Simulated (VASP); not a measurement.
Wanted: the native input for a VASP 6.6.1 run.

```yaml
Task: single point
Functional: PBE
Dispersion: D3(BJ)
Potentials_or_basis: VASP PAW PBE potentials, release 64 (H, C, Si)
Cutoff: 520 eV
k_mesh: 2 × 2 × 1
Occupations: fermi-dirac, width 0.02 eV
Spin: collinear spin
Starting_moments: "[0.0, 0.0, 0.0, 0.0, 0.0, 0.0, 0.0, 0.0, 0.0, 0.0, 0.0, 0.0, 0.0, 0.0, 0.0, 0.0, 0.0, 0.0, 0.0, 0.0, 0.0, 0.0, 0.0, 1.0] μB"
Dipole_correction: no
Further_INCAR_settings: ALGO = Normal; EDIFF = 1e-06; NBANDS = 60; NELMDL = -8
```

The structure of SiH7C16 lies in POSCAR:

```
SiH7C16
1.0
    5.0487420000      0.0000000000      0.0000000000
    2.5243710000      4.3723390000      0.0000000000
    0.0000000000      0.0000000000     18.6764260000
H C Si
7 16 1
Direct
    0.1666721879      0.1666613682      0.0535434349
    0.6666779319      0.1666613682      0.0535434349
    0.1666715721      0.6666683439      0.0535434349
    0.6666575092      0.6666683439      0.0535434349
    0.6501366722      0.6140649204      0.3362795430
    1.1640036379      0.5888381482      0.3608720426
    0.8472531041      1.1115789512      0.2883581687
    0.1666721879      0.1666613682      0.1124412133
    0.6666779319      0.1666613682      0.1124412133
    0.1666715721      0.6666683439      0.1124412133
    0.6666575092      0.6666683439      0.1124412133
   -0.1666613682      0.3333227364      0.1400321453
    0.3333443758      0.3333227364      0.1400321453
   -0.1666619840      0.8333297121      0.1400321453
    0.3333437600      0.8333297121      0.1400321453
   -0.1714361544      0.3368906208      0.2240578578
    0.3373731697      0.3323164100      0.2246950246
   -0.1759005698      0.8482416391      0.2153570496
    0.3373135142      0.8333525831      0.2257819564
   -0.0013991216     -0.0008462290      0.2489662637
    0.5061673364     -0.0003201948      0.2517130419
    0.0300246936      0.4435612152      0.2305794481
    0.4987172388      0.5011962705      0.2520932003
    0.8974496505      0.6922153108      0.3100860946
```

One way to write it, as run:

INCAR

```
PREC = Accurate
ENCUT = 520
EDIFF = 1E-6
ISMEAR = -1
SIGMA = 0.02
LREAL = False
LASPH = True
NELM = 200
ALGO = Normal
ISIF = 2
LWAVE = False
LCHARG = False
ISPIN = 2
MAGMOM = 0 0 0 0 0 0 0 0 0 0 0 0 0 0 0 0 0 0 0 0 0 0 0 1
LORBIT = 11
GGA = PE
IVDW = 12
NBANDS = 60
GGA_COMPAT = False
NELMDL = -8
```

KPOINTS

```
Automatic mesh
0
Gamma
  2 2 1
```

Potentials or basis: VASP PAW PBE potentials, release 64 (H, C, Si).

The run is started by

```sh
$ cat potpaw_PBE.64/H/POTCAR potpaw_PBE.64/C/POTCAR potpaw_PBE.64/Si/POTCAR > POTCAR
$ mpirun -np 1 vasp_std > vasp.out
```

It gave:

- Largest force: 11.007 eV/Å
- Band gap on the k mesh: 0.42 eV (least direct gap 0.47 eV)
- Net moment: 1.00 μB per cell
- Site moments: H +0.00, +0.03, +0.01 (each value once); C +0.00, -0.00, +0.03, +0.01, +0.04, -0.01, +0.02, +0.07, +0.28 (each value once); Si +0.04 μB
- Valence electrons inside the program's atomic spheres: H 0.69, 0.70, 0.56, 0.57, 0.78 (each value once); C 2.59, 2.60, 2.56, 2.65, 2.54, 2.64, 2.63, 2.52, 2.68, 2.51, 2.76, 2.49 (each value once); Si 1.68
- Dispersion energy per atom: -0.117 eV

Caveat: the k points lie up to 0.72 Å⁻¹ apart; there is no dipole correction, which matters where the two faces differ.

Run time: 14 min on 1 thread of Oxide Virtual Turin-like Processor, with other jobs on the host, peak memory 0.73 GiB.
